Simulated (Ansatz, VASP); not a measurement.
**HfBi2O2 in VASP and in Ansatz**

```
CELL_PARAMETERS angstrom
3.72196 0.00000 0.00000
-1.86098 3.22332 0.00000
0.00000 0.00000 9.65778
ATOMIC_POSITIONS crystal
Hf 0.00000 0.00000 0.00000
Bi 0.00000 0.00000 0.65815
Bi 0.00000 0.00000 0.34185
O 0.33333 0.66667 0.00000
O 0.66667 0.33333 0.00000
```

Alike in both runs: functional PBE; k mesh 6 × 6 × 4; occupations gaussian, width 0.1 eV; no spin polarisation.

Ansatz relaxed the structure, and its values are those at the end. VASP's run is a single point on that final structure, the one shown.

|  | VASP | Ansatz |
| --- | --- | --- |
| version | VASP 6.6.1 | Ansatz 0.2.0 |
| potentials or method | VASP PAW PBE potentials, release 64 (Hf_pv, Bi_d, O), cutoff 520 eV | scalar-relativistic, plane waves, PAW |
| valence electrons in the cell | 52 | 68 |

|  | VASP | Ansatz | Ansatz less VASP |
| --- | --- | --- | --- |
| gap on the k mesh at the Fermi level (eV) | none | none | - |
| pressure (GPa) | -0.7 | 0.1 | +0.86 |
| rms of the force components (eV/Å) | 0.006 | 0.000 | -0.0055 |

A gap of «none» marks a metal or a gap that the smearing closes. With one functional, cell and mesh, what is left measures potentials, basis and numerics. VASP's potentials hold 52 valence electrons a cell and Ansatz's 68, so a difference there can come from the potentials and not from the codes.

Spin-orbit coupling is off throughout.
